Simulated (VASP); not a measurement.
Write the native input for VASP 6.6.1 that does the following.

* Task: single point
* Functional: r2SCAN
* Potentials or basis: VASP PAW PBE potentials, release 64 (Na_pv, F)
* Cutoff: 520 eV
* k mesh: 8 × 8 × 8
* Occupations: fermi-dirac, width 0.02 eV
* Spin: no spin polarisation
* Dipole correction: no
* Further INCAR settings: ALGO = Normal; EDIFF = 1e-06; NBANDS = 14

Crystal: NaF.

```
CELL_PARAMETERS angstrom
0.00000 2.29725 2.29725
2.29725 0.00000 2.29725
2.29725 2.29725 0.00000
ATOMIC_POSITIONS crystal
Na 0.00000 0.00000 0.00000
F 0.50000 0.50000 0.50000
```

These files were run (other wordings do the same):

POSCAR

```
NaF
1.0
    0.0000000000      2.2972497876      2.2972497876
    2.2972497876      0.0000000000      2.2972497876
    2.2972497876      2.2972497876      0.0000000000
Na F
1 1
Direct
    0.0000000000      0.0000000000      0.0000000000
    0.5000000000      0.5000000000      0.5000000000
```

INCAR.step1

```
ALGO = Normal ; EDIFF = 1E-4
ENCUT = 520 ; GGA = PE
ISMEAR = -1 ; LASPH = T
LCHARG = F ; LREAL = F
LWAVE = T ; NBANDS = 14
NELM = 60 ; PREC = Accurate
SIGMA = 0.02
```

INCAR.step2

```
ALGO = Normal ; EDIFF = 1E-6
ENCUT = 520 ; ISIF = 2
ISMEAR = -1 ; ISTART = 1
LASPH = T ; LCHARG = T
LELF = T ; LMIXTAU = T
LREAL = F ; LVHAR = T
LWAVE = F ; METAGGA = R2SCAN
NBANDS = 14 ; NELM = 60
PREC = Accurate ; SIGMA = 0.02
```

KPOINTS

```
k-points
0
Gamma
  8 8 8
```

Potentials or basis: VASP PAW PBE potentials, release 64 (Na_pv, F).

Command:

```bash
$ cat potpaw_PBE.64/Na_pv/POTCAR potpaw_PBE.64/F/POTCAR > POTCAR
$ cp INCAR.step1 INCAR
$ mpirun -np 1 vasp_std > vasp.out
$ cp INCAR.step2 INCAR
$ mpirun -np 1 vasp_std > vasp.out
```

It gave:

The pressure is -0.8 GPa and the band gap on the k mesh is 7.32 eV, direct.

Caveat: the PAW data sets were made with another functional, which shifts forces and pressure a little.

It took 19 s on 1 thread of Intel(R) Xeon(R) 6975P-C (Granite Rapids) (shared host), peak memory 0.14 GiB.
